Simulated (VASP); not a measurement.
# MgO (P6_3/mmc) in VASP: further runs, part 2 of 2

VASP 6.6.1. Earlier steps stand in the parts before.

**3. Single point, PBE**

Contents of INCAR:

```
SYSTEM = MgO
ALGO     = Normal         ! electronic algorithm
EDIFF    = 1E-6           ! SCF threshold, eV
ENCUT    = 520            ! plane-wave cutoff, eV
GGA      = PE             ! functional
ISIF     = 2              ! what is computed and relaxed
ISMEAR   = 0              ! smearing method
LASPH    = .True.         ! aspherical terms in the spheres
LCHARG   = .False.        ! write CHGCAR
LREAL    = .False.        ! projectors in reciprocal space
LWAVE    = .False.        ! write WAVECAR
NBANDS   = 16             ! bands
NELM     = 60             ! most SCF steps
PREC     = Accurate       ! precision mode
SIGMA    = 0.01           ! smearing width, eV
```

Contents of KPOINTS:

```
k-points
0
Gamma
  6 6 4
  0 0 0
```

Contents of POSCAR:

```
MgO
1.0
    3.4840197850      0.0000000000      0.0000000000
   -1.7420098925      3.0172496411      0.0000000000
    0.0000000000      0.0000000000      4.1853204440
Mg O
2 2
Direct
    0.3333333333      0.6666666667      0.2500000000
    0.6666666667      0.3333333333      0.7500000000
    0.6666666667      0.3333333333      0.2500000000
    0.3333333333      0.6666666667      0.7500000000
```

Potentials or basis: VASP PAW PBE potentials, release 64 (Mg, O).

Run with:

```
$ cat potpaw_PBE.64/Mg/POTCAR potpaw_PBE.64/O/POTCAR > POTCAR
$ mpirun -np 1 vasp_std > vasp.out
```

OUTCAR:

```text
SYSTEM = MgO
   EDIFF = 1E-6
   ENCUT = 520
   GGA = PE
   ISIF = 2
   ISMEAR = 0
   LASPH = .True.
   LREAL = .False.
   NELM = 60
   PREC = Accurate

 ion  position               nearest neighbor table
   1  0.333  0.667  0.250-   3 2.01   3 2.01   3 2.01   4 2.09   4 2.09   2 2.90   2 2.90   2 2.90
                             2 2.90   2 2.90   2 2.90
   2  0.667  0.333  0.750-   4 2.01   4 2.01   4 2.01   3 2.09   3 2.09   1 2.90   1 2.90   1 2.90
                             1 2.90   1 2.90   1 2.90
   3  0.667  0.333  0.250-   1 2.01   1 2.01   1 2.01   2 2.09   2 2.09
   4  0.333  0.667  0.750-   2 2.01   2 2.01   2 2.01   1 2.09   1 2.09

  LATTYP: Found a hexagonal cell.
 ALAT       =     3.4840197850
 C/A-ratio  =     1.2012906649

  Lattice vectors:

 A1 = (   3.4840197850,   0.0000000000,   0.0000000000)
 A2 = (  -1.7420098925,   3.0172496411,   0.0000000000)
 A3 = (   0.0000000000,   0.0000000000,   4.1853204440)

Analysis of symmetry for initial positions (statically):
=====================================================================
 Subroutine PRICEL returns:
 Original cell was already a primitive cell.

 Routine SETGRP: Setting up the symmetry group for a
 hexagonal supercell.

 Subroutine GETGRP returns: Found 24 space group operations
 (whereof 12 operations were pure point group operations)
 out of a pool of 24 trial point group operations.

The static configuration has the point symmetry D_3d.
 The point group associated with its full space group is D_6h.

Analysis of symmetry for dynamics (positions and initial velocities):
=====================================================================
 Subroutine PRICEL returns:
 Original cell was already a primitive cell.

 Routine SETGRP: Setting up the symmetry group for a
 hexagonal supercell.

 Subroutine GETGRP returns: Found 24 space group operations
 (whereof 12 operations were pure point group operations)
 out of a pool of 24 trial point group operations.

The dynamic configuration has the point symmetry D_3d.
 The point group associated with its full space group is D_6h.

 Subroutine INISYM returns: Found 24 space group operations
 (whereof 12 operations are pure point group operations),
 and found     1 'primitive' translations

----------------------------------------------------------------------------------------

                                     Primitive cell

  volume of cell :      43.9967

  direct lattice vectors                    reciprocal lattice vectors
     3.484019785  0.000000000  0.000000000     0.287024776  0.165713832  0.000000000
    -1.742009893  3.017249641  0.000000000     0.000000000  0.331427664  0.000000000
     0.000000000  0.000000000  4.185320444     0.000000000  0.000000000  0.238930331

  length of vectors
     3.484019785  3.484019785  4.185320444     0.331427664  0.331427664  0.238930331

  position of ions in fractional coordinates (direct lattice)
     0.333333333  0.666666667  0.250000000
     0.666666667  0.333333333  0.750000000
     0.666666667  0.333333333  0.250000000
     0.333333333  0.666666667  0.750000000

  ion indices of the primitive-cell ions
   primitive index   ion index
                 1           1
                 2           2
                 3           3
                 4           4

----------------------------------------------------------------------------------------

 KPOINTS: k-points

Automatic generation of k-mesh.
 Grid dimensions read from file:
 generate k-points for:    6    6    4

 Generating k-lattice:

  Cartesian coordinates                     Fractional coordinates (reciprocal lattice)
     0.047837463  0.027618972  0.000000000     0.166666667  0.000000000  0.000000000
     0.000000000  0.055237944  0.000000000     0.000000000  0.166666667  0.000000000
     0.000000000  0.000000000  0.059732583     0.000000000  0.000000000  0.250000000

  Length of vectors
     0.055237944  0.055237944  0.059732583

  Shift w.r.t. Gamma in fractional coordinates (k-lattice)
     0.000000000  0.000000000  0.000000000

 Subroutine IBZKPT returns following result:
 ===========================================

 Found     21 irreducible k-points:

 Following reciprocal coordinates:
            Coordinates               Weight
  0.000000  0.000000  0.000000      1.000000
  0.166667  0.000000  0.000000      6.000000
  0.333333  0.000000  0.000000      6.000000
  0.500000  0.000000  0.000000      3.000000
  0.166667  0.166667  0.000000      6.000000
  0.333333  0.166667  0.000000     12.000000
[... 13 lines left out ...]
  0.333333  0.166667  0.500000     12.000000
  0.333333  0.333333  0.500000      2.000000
   k-points           NKPTS =     21   k-points in BZ     NKDIM =     21   number of bands    NBANDS=     16
   number of dos      NEDOS =    301   number of ions     NIONS =      4
   total plane-waves  NPLWV =  25088
   dimension x,y,z NGX =    28 NGY =   28 NGZ =   32
   dimension x,y,z NGXF=    56 NGYF=   56 NGZF=   64
   ions per type =               2   2
   NGX,Y,Z   is equivalent  to a cutoff of  13.36, 13.36, 12.71 a.u.
   NGXF,Y,Z  is equivalent  to a cutoff of  26.72, 26.72, 25.42 a.u.
 SYSTEM =  MgO
   PREC   = accura    normal or accurate (medium, high low for compatibility)
   ISTART =      0    job   : 0-new  1-cont  2-samecut
   ICHARG =      2    charge: 1-file 2-atom 10-const
   ISPIN  =      1    spin polarized calculation?
   LNONCOLLINEAR =      F non collinear calculations
   LSORBIT =      F    spin-orbit coupling
   LASPH  =      T    aspherical Exc in radial PAW
   ENCUT  =  520.0 eV  38.22 Ry    6.18 a.u.   6.48  6.48  7.78*2*pi/ulx,y,z
   NELM   =     60;   NELMIN=  2; NELMDL= -5     # of ELM steps
   EDIFF  = 0.1E-05   stopping-criterion for ELM
   LREAL  =      F    real-space projection
[... 7 lines left out ...]
   TEBEG  =    0.0;   TEEND  =   0.0 temperature during run
   PSTRESS=    0.0 pullay stress
   NELECT =      16.0000    total number of electrons
   NUPDOWN=      -1.0000    fix difference up-down
   EMIN   =  10.00;   EMAX   =-10.00  energy-range for DOS
   EFERMI =   0.00;   METHOD = LEGACY
   ISMEAR =     0;   SIGMA  =   0.01  broadening in eV -4-tet -1-fermi 0-gaus
   EFERMI_NEDOS =   21; number of points for ismear=-14 and -15
   IALGO  =     38    algorithm
   IMIX   =      4    mixing-type and parameters
     AMIX     =   0.40;   BMIX     =  1.00
     AMIX_MAG =   1.60;   BMIX_MAG =  1.00
  volume/ion in A,a.u.               =      11.00        74.23
  Fermi-wavevector in a.u.,A,eV,Ry     =   1.168534  2.208209 18.578366  1.365471
  Thomas-Fermi vector in A             =   2.305019
   LORBIT       =      0    0 simple, 1 ext, 2 COOP (PROOUT), +10 PAW based schemes
   GGA     = PE    functional components
   LHFCALC =     F    Hartree Fock is set to
   AEXX    =    0.0000 exact exchange contribution
   IVDW    =     0    specifies the selected vdW correction
   LEPSILON=     F    determine dielectric tensor
   LRPA    =     F    only Hartree local field effects (RPA)
 non-spin polarized calculation
 Gauss-broadening in eV      SIGMA  =   0.01
  energy-cutoff  :      520.00
  volume of cell :       44.00
 maximum number of plane-waves:      1204
 NGX is ok and might be reduce to    28
   NGX = 13   NGY = 13   NGZ = 15

 number of electron      15.9999998 magnetization

 Free energy of the ion-electron system (eV)
  ---------------------------------------------------
  ext. energy  EPLUGINS =         0.00000000
  ---------------------------------------------------
  free energy    TOTEN  =       -23.65783072 eV

  energy without entropy =      -23.65783072  energy(sigma->0) =      -23.65783072

 E-fermi :   2.0800     XC(G=0): -10.0731

 val. band max:        2.0086834503   @ k =   0.0000   0.0000   0.0000
 cond. band min:       5.4427260605   @ k =   0.0000   0.0000   0.0000
 fundamental gap:      3.4340426102
 Fermi energy:         2.0800061866

 k-point     1 :       0.0000    0.0000    0.0000
  band No.  band energies     occupation
      1     -14.9311      2.00000
      2     -13.5358      2.00000
      3      -1.6406      2.00000
      4       0.2726      2.00000
      5       0.2726      2.00000
      6       1.1985      2.00000
[... 376 lines left out ...]
      3      -1.5900      2.00000
      4      -1.5900      2.00000
      5      -0.4783      2.00000
      6      -0.4783      2.00000
[... 8 lines left out ...]
     15      19.5334      0.00000
     16      19.5334      0.00000

------------------------ aborting loop because EDIFF is reached ----------------------------------------

  FORCE on cell =-STRESS in cart. coord.  units (eV):
  Direction    XX          YY          ZZ          XY          YZ          ZX
  --------------------------------------------------------------------------------------
  -------------------------------------------------------------------------------------
  Total        1.0507293      1.0507293      1.1794686      0.0000000      0.0000000      0.0000000
  in kB       38.2631621     38.2631621     42.9513090      0.0000000      0.0000000      0.0000000
  external PRESSURE =      39.8258778 kB  Pullay stress =       0.0000000 kB

 VOLUME and BASIS-vectors are now :
 -----------------------------------------------------------------------------
  energy-cutoff  :      520.00
  volume of cell :       44.00
      direct lattice vectors                 reciprocal lattice vectors
     3.484019785  0.000000000  0.000000000     0.287024776  0.165713832  0.000000000
    -1.742009893  3.017249641  0.000000000     0.000000000  0.331427664  0.000000000
     0.000000000  0.000000000  4.185320444     0.000000000  0.000000000  0.238930331

 POSITION                                       TOTAL-FORCE (eV/Angst)
 -----------------------------------------------------------------------------------
     -0.00000      2.01150      1.04633         0.000000     -0.000000      0.000000
      1.74201      1.00575      3.13899        -0.000000      0.000000      0.000000
      1.74201      1.00575      1.04633        -0.000000      0.000000      0.000000
     -0.00000      2.01150      3.13899        -0.000000     -0.000000      0.000000
 -----------------------------------------------------------------------------------
    total drift:                                0.000000     -0.000000      0.000000

  FREE ENERGIE OF THE ION-ELECTRON SYSTEM (eV)
  ---------------------------------------------------
  free  energy   TOTEN  =       -23.6578307246 eV

  energy  without entropy=      -23.6578307246  energy(sigma->0) =      -23.65783072
```

Run time: 29 s. Hardware: 1 thread of AMD EPYC 7R13 (Zen 3), shared host; peak memory 0.13 GiB.

Results:

- Free energy: -23.6578 eV
- Pressure: 4.0 GPa
- Band gap on the k mesh: 3.43 eV, direct

**4. Single point, PBE**

Contents of INCAR:

```
PREC     = Accurate       # precision mode
ENCUT    = 520            # plane-wave cutoff, eV
EDIFF    = 1E-6           # SCF threshold, eV
ISMEAR   = -5             # smearing method
SIGMA    = 0.1            # smearing width, eV
LREAL    = F              # projectors in reciprocal space
LASPH    = T              # aspherical terms in the spheres
NELM     = 80             # most SCF steps
ALGO     = Normal         # electronic algorithm
ISIF     = 2              # what is computed and relaxed
LWAVE    = F              # write WAVECAR
LCHARG   = F              # write CHGCAR
GGA      = PE             # functional
NBANDS   = 16             # bands
```

Contents of KPOINTS:

```
regular mesh
0
Gamma
  6 6 4
```

POSCAR is that of step 3.

Run with:

```
$ cat potpaw_PBE.64/Mg/POTCAR potpaw_PBE.64/O/POTCAR > POTCAR
$ mpirun -np 1 vasp_std > vasp.out
```

Wall time 23 s (1 thread of AMD EPYC 7R13 (Zen 3), shared host); peak memory 0.13 GiB.

The run converged. Its results:

```
Free energy            : -23.6578 eV
Pressure               : 4.0 GPa
Band gap on the k mesh : 3.43 eV, direct
```

Stress tensor (GPa, compression positive):
```
3.83 0.00 0.00
0.00 3.83 0.00
0.00 0.00 4.30
```

Levels at points of the mesh, in eV from the valence-band top:
```csv
k point,band 5,band 6,band 7,band 8,band 9,band 10,band 11,band 12
"(0.00, 0.00, 0.00)",-1.74,-0.81,-0.81,0.00,3.43,9.47,12.23,12.55
"(0.50, 0.00, 0.00)",-2.34,-1.97,-1.30,-0.53,7.00,9.08,9.85,12.11
"(0.00, 0.00, 0.50)",-1.29,-1.29,-1.29,-1.29,6.46,6.46,12.91,12.91
"(0.50, 0.00, 0.50)",-1.54,-1.54,-0.82,-0.82,7.33,7.33,11.97,11.97
```

**5. Single point, PBE**

Contents of INCAR:

```
ALGO     = Normal         # electronic algorithm
EDIFF    = 1E-7           # SCF threshold, eV
ENCUT    = 520            # plane-wave cutoff, eV
GGA      = PE             # functional
ISIF     = 2              # what is computed and relaxed
ISMEAR   = 1              # smearing method
LASPH    = True           # aspherical terms in the spheres
LCHARG   = False          # write CHGCAR
LREAL    = False          # projectors in reciprocal space
LWAVE    = False          # write WAVECAR
NBANDS   = 16             # bands
NELM     = 60             # most SCF steps
PREC     = Accurate       # precision mode
SIGMA    = 0.05           # smearing width, eV
```

Contents of KPOINTS:

```
k-points
0
Gamma
  6 6 4
```

POSCAR is that of step 4.

Run with:

```
$ cat potpaw_PBE.64/Mg/POTCAR potpaw_PBE.64/O/POTCAR > POTCAR
$ mpirun -np 1 vasp_std > vasp.out
```

It took 20 s on 1 thread of AMD EPYC 7R13 (Zen 3), shared host; peak memory 0.13 GiB.

It converged, with:

```
Free energy            : -23.6578 eV
Pressure               : 4.0 GPa
Band gap on the k mesh : 3.43 eV, direct
```

Stress tensor (GPa, compression positive):
```
3.82 0.00 0.00
0.00 3.82 0.00
0.00 0.00 4.29
```

Levels at points of the mesh, in eV from the valence-band top:
| k point | band 6 | band 7 | band 8 | band 9 | band 10 | band 11 |
| --- | --- | --- | --- | --- | --- | --- |
| (0.00, 0.00, 0.00) | -0.81 | -0.81 | 0.00 | 3.43 | 9.47 | 12.23 |
| (0.50, 0.00, 0.00) | -1.97 | -1.30 | -0.53 | 7.00 | 9.08 | 9.85 |
| (0.00, 0.00, 0.50) | -1.29 | -1.29 | -1.29 | 6.46 | 6.46 | 12.91 |
| (0.50, 0.00, 0.50) | -1.54 | -0.82 | -0.82 | 7.33 | 7.33 | 11.97 |

**6. Single point, PBE**

Contents of INCAR:

```
SYSTEM = MgO
  ALGO = Normal
  EDIFF = 1E-7
  ENCUT = 520
  GGA = PE
  ISIF = 2
  ISMEAR = 0
  LASPH = .True.
  LCHARG = .True.
  LELF = .True.
  LREAL = .False.
  LVHAR = .True.
  LWAVE = .False.
  NBANDS = 16
  NELM = 60
  PREC = Accurate
  SIGMA = 0.05
```

Contents of KPOINTS:

```
k-points
0
Gamma
  6 6 4
  0 0 0
```

POSCAR is that of step 5.

Potentials or basis: VASP PAW PBE potentials, release 64 (Mg, O).

Run with:

```
$ cat potpaw_PBE.64/Mg/POTCAR potpaw_PBE.64/O/POTCAR > POTCAR
$ mpirun -np 1 vasp_std > vasp.out
```

OUTCAR:

```text
SYSTEM = MgO
   EDIFF = 1E-7
   ENCUT = 520
   GGA = PE
   ISIF = 2
   ISMEAR = 0
   LASPH = .True.
   LREAL = .False.
   NELM = 60
   PREC = Accurate

 ion  position               nearest neighbor table
   1  0.333  0.667  0.250-   3 2.01   3 2.01   3 2.01   4 2.09   4 2.09   2 2.90   2 2.90   2 2.90
                             2 2.90   2 2.90   2 2.90
   2  0.667  0.333  0.750-   4 2.01   4 2.01   4 2.01   3 2.09   3 2.09   1 2.90   1 2.90   1 2.90
                             1 2.90   1 2.90   1 2.90
   3  0.667  0.333  0.250-   1 2.01   1 2.01   1 2.01   2 2.09   2 2.09
[... 599 lines left out ...]
  --------------------------------------------------------------------------------------
  -------------------------------------------------------------------------------------
  Total        1.0494599      1.0494599      1.1783147      0.0000000     -0.0000000      0.0000000
  in kB       38.2169344     38.2169344     42.9092893      0.0000000     -0.0000000      0.0000000
  external PRESSURE =      39.7810527 kB  Pullay stress =       0.0000000 kB

 VOLUME and BASIS-vectors are now :
 -----------------------------------------------------------------------------
  energy-cutoff  :      520.00
  volume of cell :       44.00
      direct lattice vectors                 reciprocal lattice vectors
     3.484019785  0.000000000  0.000000000     0.287024776  0.165713832  0.000000000
    -1.742009893  3.017249641  0.000000000     0.000000000  0.331427664  0.000000000
     0.000000000  0.000000000  4.185320444     0.000000000  0.000000000  0.238930331

 POSITION                                       TOTAL-FORCE (eV/Angst)
 -----------------------------------------------------------------------------------
     -0.00000      2.01150      1.04633        -0.000000     -0.000000      0.000000
      1.74201      1.00575      3.13899         0.000000      0.000000      0.000000
      1.74201      1.00575      1.04633        -0.000000      0.000000      0.000000
     -0.00000      2.01150      3.13899         0.000000     -0.000000      0.000000
 -----------------------------------------------------------------------------------
    total drift:                                0.000000     -0.000000      0.000000

  FREE ENERGIE OF THE ION-ELECTRON SYSTEM (eV)
  ---------------------------------------------------
  free  energy   TOTEN  =       -23.6578307156 eV

  energy  without entropy=      -23.6578307156  energy(sigma->0) =      -23.65783072
```

OSZICAR:

```text
N       E                     dE             d eps       ncg     rms          rms(c)
DAV:   1     0.618898610524E+02    0.61890E+02   -0.78316E+03   672   0.911E+02
DAV:   2    -0.236834177807E+02   -0.85573E+02   -0.77215E+02   928   0.197E+02
DAV:   3    -0.276503959779E+02   -0.39670E+01   -0.39505E+01   792   0.436E+01
DAV:   4    -0.276673997645E+02   -0.17004E-01   -0.17003E-01   776   0.329E+00
DAV:   5    -0.276674834882E+02   -0.83724E-04   -0.83723E-04   760   0.223E-01    0.112E+01
DAV:   6    -0.237213613754E+02    0.39461E+01   -0.10357E+01   680   0.249E+01    0.354E+00
DAV:   7    -0.236750129018E+02    0.46348E-01   -0.14788E-01   680   0.310E+00    0.212E+00
DAV:   8    -0.236596378729E+02    0.15375E-01   -0.92952E-02   696   0.326E+00    0.517E-01
DAV:   9    -0.236569439424E+02    0.26939E-02   -0.63384E-03   816   0.717E-01    0.114E-01
DAV:  10    -0.236578132169E+02   -0.86927E-03   -0.88740E-04   672   0.203E-01    0.345E-02
DAV:  11    -0.236578322746E+02   -0.19058E-04   -0.23399E-05   728   0.364E-02    0.206E-02
DAV:  12    -0.236578309456E+02    0.13290E-05   -0.10179E-05   688   0.255E-02    0.353E-03
DAV:  13    -0.236578307277E+02    0.21793E-06   -0.86458E-07   736   0.702E-03    0.497E-04
DAV:  14    -0.236578307156E+02    0.12112E-07   -0.19376E-08   408   0.137E-03
   1 F= -.23657831E+02 E0= -.23657831E+02  d E =-.423757E-19
```

It took 32 s on 1 thread of AMD EPYC 7R13 (Zen 3), shared host; peak memory 0.13 GiB.

What came out:

```yaml
Free_energy: -23.6578 eV
Pressure: 4.0 GPa
Band_gap_on_the_k_mesh: 3.43 eV, direct
```

Stress tensor (GPa, compression positive):
```
3.82 0.00 0.00
0.00 3.82 0.00
0.00 0.00 4.29
```

Levels at points of the mesh, in eV from the valence-band top:
```csv
k point,band 5,band 6,band 7,band 8,band 9,band 10,band 11,band 12
"(0.00, 0.00, 0.00)",-1.74,-0.81,-0.81,0.00,3.43,9.47,12.23,12.55
"(0.50, 0.00, 0.00)",-2.34,-1.97,-1.30,-0.53,7.00,9.08,9.85,12.11
"(0.00, 0.00, 0.50)",-1.29,-1.29,-1.29,-1.29,6.46,6.46,12.91,12.91
"(0.50, 0.00, 0.50)",-1.54,-1.54,-0.82,-0.82,7.33,7.33,11.97,11.97
```

Expect the measured gap to be larger: semilocal functionals such as PBE lack the derivative discontinuity.

**7. Summary**

```tsv
k mesh	smearing	gap on the mesh (eV)	pressure (GPa)
5 × 5 × 5	gaussian 0.01 eV	3.43	4.0
6 × 6 × 4	gaussian 0.01 eV	3.43	4.0
6 × 6 × 4	tetrahedron	3.43	4.0
6 × 6 × 4	methfessel-paxton 0.05 eV	3.43	4.0
6 × 6 × 4	gaussian 0.05 eV	3.43	4.0
```

Alike in all rows: task single point; level PBE; potentials or basis VASP PAW PBE potentials, release 64 (Mg, O); no spin polarisation; cell as given; cutoff (eV) 520.

On the cell as given the gap runs from 3.43 eV (PBE) to 3.43 eV (PBE); the meshes differ, which moves gaps too.

Absolute energies hang on the potentials; compare differences alone.
